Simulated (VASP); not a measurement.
HgTe, 2 atoms in the cell. Symmetry: Fm-3m, No. 225, cubic system. The conventional cell has a = 6.095 Å, b = 6.095 Å, c = 6.095 Å, α = 90.00°, β = 90.00°, γ = 90.00°. Hg (site symmetry m-3m) has 6 Te at 3.05 Å within 4.0 Å. Within 4.0 Å of Te (site symmetry m-3m) lie 6 Hg at 3.05 Å. 

```yaml
Program: VASP 6.6.1
Task: single point
Functional: r2SCAN
Potentials_or_basis: VASP PAW PBE potentials, release 64 (Hg, Te)
Cutoff: 520 eV
k_mesh: 9 × 9 × 9
Occupations: fermi-dirac, width 0.1 eV
Spin: no spin polarisation
Dipole_correction: no
Further_INCAR_settings: ALGO = Normal; EDIFF = 1e-06; NBANDS = 16
```

Potentials or basis: VASP PAW PBE potentials, release 64 (Hg, Te).

The run is started by

```sh
$ cat potpaw_PBE.64/Hg/POTCAR potpaw_PBE.64/Te/POTCAR > POTCAR
$ cp INCAR.step1 INCAR
$ mpirun -np 1 vasp_std > vasp.out
$ cp INCAR.step2 INCAR
$ mpirun -np 1 vasp_std > vasp.out
```

Hardware: 1 thread of Intel(R) Xeon(R) 6975P-C (Granite Rapids), with other jobs on the host.

Task: Estimate the wall time of this run.

Result: It took 38 s on 1 thread of Intel(R) Xeon(R) 6975P-C (Granite Rapids) (shared host), peak memory 0.2 GiB. Counts: k points 35.
